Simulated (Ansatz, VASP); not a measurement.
**InGaBi2 in VASP and in Ansatz**

INCAR

```
PREC     = Accurate       # precision mode
ENCUT    = 520            # plane-wave cutoff, eV
EDIFF    = 1E-6           # SCF threshold, eV
ISMEAR   = -1             # smearing method
SIGMA    = 0.02           # smearing width, eV
LREAL    = F              # projectors in reciprocal space
LASPH    = T              # aspherical terms in the spheres
NELM     = 60             # most SCF steps
ALGO     = Normal         # electronic algorithm
ISIF     = 2              # what is computed and relaxed
LWAVE    = F              # write WAVECAR
LCHARG   = F              # write CHGCAR
GGA      = PE             # functional
NBANDS   = 36             # bands
```

KPOINTS

```
Automatic mesh
0
Gamma
  6 6 4
```

File POSCAR:

```
InGaBi2
1.0
    4.6435523640      0.0000000000      0.0000000000
    0.0000000000      4.6435523640      0.0000000000
    0.0000000000      0.0000000000      6.5464243985
Ga Bi In
1 2 1
Direct
    0.0000000000      0.0000000000      0.0000000000
    0.0000000000      0.5000000000      0.2336983547
    0.5000000000      0.0000000000      0.7663016453
    0.5000000000      0.5000000000      0.5000000000
```

Input for Ansatz:

```yaml
crystal:
  lattice:
    - [4.643552364, 0.0, 0.0]
    - [0.0, 4.643552364, 0.0]
    - [0.0, 0.0, 6.5464243985]
  atoms:
    - { symbol: Ga, position: [0.0, 0.0, 0.0] }
    - { symbol: Bi, position: [0.0, 0.5, 0.2336983547] }
    - { symbol: In, position: [0.5, 0.5, 0.5] }
    - { symbol: Bi, position: [0.5, 0.0, 0.7663016453] }
kpoints:
  mp_grid: { grid: [6, 6, 4] }
  band_path:
    path:
      - [[0.0, 0.0, 0.0], [0.0, 0.5, 0.0], [0.5, 0.5, 0.0], [0.0, 0.0, 0.0], [0.0, 0.0, 0.5], [0.0, 0.5, 0.5], [0.5, 0.5, 0.5], [0.0, 0.0, 0.5]]
      - [[0.0, 0.5, 0.0], [0.0, 0.5, 0.5]]
      - [[0.5, 0.5, 0.0], [0.5, 0.5, 0.5]]
    npoints: 10
hamiltonian:
  xc: pbe
scf:
  occupations: { method: fermi_dirac, width: 0.02 }
  n_extra_bands: 5
output:
  forces: true
  stress: true
  eigenvalues: true
```

Alike in both runs: task single point; functional PBE; k mesh 6 × 6 × 4; occupations fermi-dirac, width 0.02 eV; no spin polarisation.

|  | VASP | Ansatz |
| --- | --- | --- |
| version | VASP 6.6.1 | Ansatz 0.2.0 |
| potentials or method | VASP PAW PBE potentials, release 64 (Ga_d, Bi_d, In_d) | plane waves, PAW |
| plane-wave cutoff (eV) | 520 | 420 |
| valence electrons in the cell | 56 | 56 |

|  | VASP | Ansatz | Ansatz less VASP |
| --- | --- | --- | --- |
| pressure (GPa) | 1.6 | 1.6 | +0.02 |
| rms of the force components (eV/Å) | 0.006 | 0.008 | +0.0016 |

Spin-orbit coupling is off throughout.
